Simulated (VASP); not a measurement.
BeS, 2 atoms in the cell. It takes space group I-4m2 (No. 119, tetragonal). The conventional cell has a = 3.552 Å, b = 3.552 Å, c = 4.521 Å, α = 90.00°, β = 90.00°, γ = 90.00°. Within 2.8 Å of Be (site symmetry -4m2) lie 4 S at 2.11 Å. Within 2.8 Å of S (site symmetry -4m2) lie 4 Be at 2.11 Å. 

```yaml
Program: VASP 6.6.1
Task: single point
Functional: PBE
Potentials_or_basis: VASP PAW PBE potentials, release 64 (Be, S)
Cutoff: 600 eV
k_mesh: 7 × 7 × 7
Occupations: fermi-dirac, width 0.02 eV
Spin: no spin polarisation
Dipole_correction: no
Further_INCAR_settings: ALGO = Normal; EDIFF = 1e-06; NBANDS = 11
```

Potentials or basis: VASP PAW PBE potentials, release 64 (Be, S).

Launch:

```bash
$ cat potpaw_PBE.64/Be/POTCAR potpaw_PBE.64/S/POTCAR > POTCAR
$ mpirun -np 1 vasp_std > vasp.out
```

Hardware: 1 thread of Intel Xeon 8259CL, with other jobs on the host.

How long does it take, and how much memory?

Run time: 27 s on 1 thread of Intel Xeon 8259CL, on a shared host, peak memory 0.15 GiB. Counts: scf iterations 12, k points 40.
